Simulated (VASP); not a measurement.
# LiCl (Fm-3m) in VASP: notebook, part 2 of 2

VASP 6.6.1. Earlier steps stand in the parts before.

### Step 4. Single point, PBE0

Input file POSCAR:

```
LiCl
1.0
    0.0000000000      2.5647700000      2.5647700000
    2.5647700000      0.0000000000      2.5647700000
    2.5647700000      2.5647700000      0.0000000000
Cl Li
1 1
Direct
    0.5000000000      0.5000000000      0.5000000000
    0.0000000000      0.0000000000      0.0000000000
```

Input file INCAR.step1:

```
  PREC = Accurate
  ENCUT = 520
  EDIFF = 1E-5
  ISMEAR = -1
  SIGMA = 0.05
  LREAL = False
  LASPH = True
  NELM = 80
  ALGO = Normal
  ISIF = 2
  LWAVE = True
  GGA = PE
  NBANDS = 12
```

Input file INCAR.step2:

```
  PREC = Accurate
  ENCUT = 520
  EDIFF = 1E-6
  ISMEAR = -1
  SIGMA = 0.05
  LREAL = False
  LASPH = True
  NELM = 80
  ALGO = Normal
  ISIF = 2
  LWAVE = False
  LCHARG = True
  GGA = PE
  LHFCALC = True
  AEXX = 0.25
  PRECFOCK = Normal
  LELF = True
  LVHAR = True
  ISTART = 1
  NBANDS = 12
```

Input file KPOINTS:

```
regular mesh
0
Gamma
  5 5 5
```

Potentials or basis: VASP PAW PBE potentials, release 64 (Cl, Li_sv).

On the command line:

```
cat potpaw_PBE.64/Cl/POTCAR potpaw_PBE.64/Li_sv/POTCAR > POTCAR
cp INCAR.step1 INCAR
mpirun -np 1 vasp_std > vasp.out
cp INCAR.step2 INCAR
mpirun -np 1 vasp_std > vasp.out
```

OUTCAR:

```text
PREC = Accurate
   ENCUT = 520
   EDIFF = 1E-6
   ISMEAR = -1
   LREAL = False
   LASPH = True
   NELM = 80
   ISIF = 2
   GGA = PE
   LHFCALC = True
   AEXX = 0.25
   PRECFOCK = Normal
   ISTART = 1

 ion  position               nearest neighbor table
   1  0.500  0.500  0.500-   2 2.56   2 2.56   2 2.56   2 2.56   2 2.56   2 2.56
   2  0.000  0.000  0.000-   1 2.56   1 2.56   1 2.56   1 2.56   1 2.56   1 2.56

  LATTYP: Found a face centered cubic cell.
 ALAT       =     5.1295400000

  Lattice vectors:

 A1 = (   0.0000000000,   2.5647700000,   2.5647700000)
 A2 = (   2.5647700000,   0.0000000000,   2.5647700000)
 A3 = (   2.5647700000,   2.5647700000,   0.0000000000)

Analysis of symmetry for initial positions (statically):
=====================================================================
 Subroutine PRICEL returns:
 Original cell was already a primitive cell.

 Routine SETGRP: Setting up the symmetry group for a
 face centered cubic supercell.

[... 164 lines left out ...]

 k-point     1 :       0.0000    0.0000    0.0000
  band No.  band energies     occupation
      1     -47.0811      2.00000
      2     -15.4839      2.00000
      3      -0.7883      2.00000
      4      -0.7883      2.00000
      5      -0.7883      2.00000
      6       7.6777      0.00000
      7      13.4498      0.00000
      8      13.4498      0.00000
      9      13.4498      0.00000
     10      16.2074      0.00000
     11      16.2079      0.00000
     12      16.2259      0.00000
[... 121 lines left out ...]
 k-point    10 :      -0.4000    0.4000    0.2000
  band No.  band energies     occupation
      1     -47.0772      2.00000
      2     -14.6659      2.00000
      3      -3.3138      2.00000
      4      -2.6551      2.00000
      5      -1.7248      2.00000
      6      10.7012      0.00000
      7      11.1002      0.00000
      8      11.2971      0.00000
      9      13.3554      0.00000
     10      16.5797      0.00000
     11      18.2732      0.00000
     12      20.6886      0.00000

------------------------ aborting loop because EDIFF is reached ----------------------------------------

  FORCE on cell =-STRESS in cart. coord.  units (eV):
  Direction    XX          YY          ZZ          XY          YZ          ZX
  --------------------------------------------------------------------------------------
  -------------------------------------------------------------------------------------
  Total       -0.1061369     -0.1061369     -0.1061369      0.0000000      0.0000000      0.0000000
  in kB       -5.0396662     -5.0396662     -5.0396662      0.0000000      0.0000000      0.0000000
  external PRESSURE =      -5.0396662 kB  Pullay stress =       0.0000000 kB

 VOLUME and BASIS-vectors are now :
 -----------------------------------------------------------------------------
  energy-cutoff  :      520.00
  volume of cell :       33.74
      direct lattice vectors                 reciprocal lattice vectors
     0.000000000  2.564770000  2.564770000    -0.194949255  0.194949255  0.194949255
     2.564770000  0.000000000  2.564770000     0.194949255 -0.194949255  0.194949255
     2.564770000  2.564770000  0.000000000     0.194949255  0.194949255 -0.194949255

 POSITION                                       TOTAL-FORCE (eV/Angst)
 -----------------------------------------------------------------------------------
      2.56477      2.56477      2.56477         0.000000     -0.000000      0.000000
      0.00000      0.00000      0.00000        -0.000000      0.000000      0.000000
 -----------------------------------------------------------------------------------
    total drift:                                0.000000      0.000000     -0.000000

  FREE ENERGIE OF THE ION-ELECTRON SYSTEM (eV)
  ---------------------------------------------------
  free  energy   TOTEN  =        -8.9902170498 eV

  energy  without entropy=       -8.9902170498  energy(sigma->0) =       -8.99021705
```

OSZICAR.step1:

```text
N       E                     dE             d eps       ncg     rms          rms(c)
DAV:   1     0.396766204777E+02    0.39677E+02   -0.39735E+03   240   0.774E+02
DAV:   2    -0.501798222946E+01   -0.44695E+02   -0.42548E+02   292   0.139E+02
DAV:   3    -0.737250818089E+01   -0.23545E+01   -0.23443E+01   316   0.331E+01
DAV:   4    -0.744911434826E+01   -0.76606E-01   -0.76588E-01   340   0.605E+00
DAV:   5    -0.744977358693E+01   -0.65924E-03   -0.65923E-03   312   0.537E-01    0.238E+00
DAV:   6    -0.737880369508E+01    0.70970E-01   -0.15297E-01   292   0.183E+00    0.170E+00
DAV:   7    -0.738060641462E+01   -0.18027E-02   -0.49696E-02   360   0.117E+00    0.927E-01
DAV:   8    -0.738479389323E+01   -0.41875E-02   -0.64140E-03   292   0.548E-01    0.155E-01
DAV:   9    -0.738475540539E+01    0.38488E-04   -0.19756E-04   280   0.983E-02    0.548E-02
DAV:  10    -0.738480317436E+01   -0.47769E-04   -0.12122E-04   276   0.741E-02    0.507E-02
DAV:  11    -0.738481089317E+01   -0.77188E-05   -0.12869E-05   268   0.229E-02
   1 F= -.73848109E+01 E0= -.73848109E+01  d E =-.321429E-11
```

Run time: 6.7 min. Hardware: 1 thread of Intel Xeon 8259CL, shared host; peak memory 0.16 GiB.

What came out:

* Free energy: -8.9902 eV
* Band gap on the k mesh: 8.47 eV

Levels at points of the mesh, in eV from the valence-band top:
```csv
k point,band 2,band 3,band 4,band 5,band 6,band 7,band 8,band 9
"(0.00, 0.00, 0.00)",-14.70,0.00,0.00,0.00,8.47,14.24,14.24,14.24
```

Caveat: the k points lie up to 0.42 Å⁻¹ apart; the cutoff is under 1.25 times the usual one of these potentials, so pressure, stress and relaxed cells hold a basis-set (Pulay) error; the PAW data sets were made with another functional, which shifts forces and pressure a little.

### Step 5. Summary

```tsv
level	share of exact exchange	screening parameter	gap on the mesh (eV)
PBE-based screened hybrid with 50 % exact exchange	0.5	0.20787 1/Å	9.15
HSE06	0.25	0.2079 1/Å	7.73
PBE0	0.25	-	8.47
```

Alike in all rows: task single point; potentials or basis VASP PAW PBE potentials, release 64 (Cl, Li_sv); no spin polarisation; cell as given; k mesh 5 × 5 × 5; cutoff (eV) 520; smearing fermi-dirac 0.05 eV.

Caveats: all runs use coarse meshes; the cutoff is under 1.25 times the usual one of these potentials, so pressure, stress and relaxed cells hold a basis-set (Pulay) error; the PAW data sets were made with another functional, which shifts forces and pressure a little.

Absolute energies hang on the potentials; compare differences alone.
